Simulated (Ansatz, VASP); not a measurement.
# One calculation of Hf, two programs

INCAR

```
  ALGO = Fast
  EDIFF = 1E-6
  ENCUT = 520
  GGA = PE
  ISIF = 2
  ISMEAR = -1
  LASPH = True
  LCHARG = False
  LREAL = False
  LWAVE = False
  NBANDS = 17
  NELM = 80
  PREC = Accurate
  SIGMA = 0.04
```

File KPOINTS:

```
k-points
0
Gamma
  4 4 2
```

File POSCAR:

```
Hf
1.0
    3.1967000000      0.0000000000      0.0000000000
   -1.5983500000      2.7684234083      0.0000000000
    0.0000000000      0.0000000000      5.0578000000
Hf
2
Direct
    0.6666666667      0.3333333333      0.7500000000
    0.3333333333      0.6666666667      0.2500000000
```

input.yaml

```yaml
crystal:
  lattice:
    - [3.1967, 0.0, 0.0]
    - [-1.59835, 2.7684234083, 0.0]
    - [0.0, 0.0, 5.0578]
  atoms:
    - { symbol: Hf, position: [0.6666666667, 0.3333333333, 0.75] }
    - { symbol: Hf, position: [0.3333333333, 0.6666666667, 0.25] }
kpoints:
  mp_grid: { grid: [4, 4, 2] }
scf:
  occupations: { method: fermi_dirac, width: 0.04 }
hamiltonian:
  xc: pbe
  pseudopotentials: { kind: all_electron, lapw: { basis_error: 0.003 } }
output:
  forces: true
  stress: true
  eigenvalues: true
```

Alike in both runs: task single point; functional PBE; k mesh 4 × 4 × 2; occupations fermi-dirac, width 0.04 eV; no spin polarisation.

|  | VASP | Ansatz |
| --- | --- | --- |
| version | VASP 6.6.1 | Ansatz 0.2.0 |
| potentials or method | VASP PAW PBE potentials, release 64 (Hf_pv), cutoff 520 eV | all-electron LAPW, scalar-relativistic |

VASP gave:

* gap on the k mesh at the Fermi level (eV): none
* pressure (GPa): -0.1
* traceless stress, the component that is largest in VASP (GPa): -1.06

Q: What did Ansatz give for the same quantities?

A: gap on the k mesh at the Fermi level (eV): none; pressure (GPa): 0.4; traceless stress, the component that is largest in VASP (GPa): -0.94.

A gap of «none» marks a metal or a gap that the smearing closes. Ansatz ran all-electron here, and VASP with PAW potentials.

The k mesh is coarse, so the values compare programs but aren't converged. Spin-orbit coupling is off throughout. Noted on Ansatz's run: the k mesh is thin for a metal, which can move the energy by tens of meV per atom.
